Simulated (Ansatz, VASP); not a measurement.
**Bi in VASP and in Ansatz**

```
CELL_PARAMETERS angstrom
3.48860 -3.13258 0.00000
3.48860 3.13258 0.00000
-1.26023 0.00000 3.11355
ATOMIC_POSITIONS crystal
Bi 0.75306 0.75306 0.85738
Bi 0.24694 0.24694 0.14262
```

Alike in both runs: task relaxation of cell and atoms; functional r2SCAN; dispersion D3(BJ); k mesh 6 × 6 × 9; occupations fermi-dirac, width 0.05 eV; no spin polarisation.

```csv
,VASP,Ansatz
version,VASP 6.6.1,Ansatz 0.2.0
potentials or method,"VASP PAW PBE potentials, release 64 (Bi_d)",Ansatz PAW
plane-wave cutoff (eV),600,500
valence electrons in the cell,30,30
```

VASP gave:

- gap on the k mesh at the Fermi level, each at its own relaxed structure (eV): none
- relaxed volume (Å³/atom): 32.96
- relaxed length of the cell vector where the two differ most in proportion (Å): 4.621

Q: Estimate Ansatz's values.

A: gap on the k mesh at the Fermi level, each at its own relaxed structure (eV): none; relaxed volume (Å³/atom): 32.95; relaxed length of the cell vector where the two differ most in proportion (Å): 4.622.

VASP's potentials were made for PBE, not for r2SCAN. A gap of «none» marks a metal or a gap that the smearing closes.

Spin-orbit coupling is off throughout. Noted on Ansatz's run: the plane-wave basis is chosen anew once the cell has moved, so the energies of steps on either side of that aren't comparable.
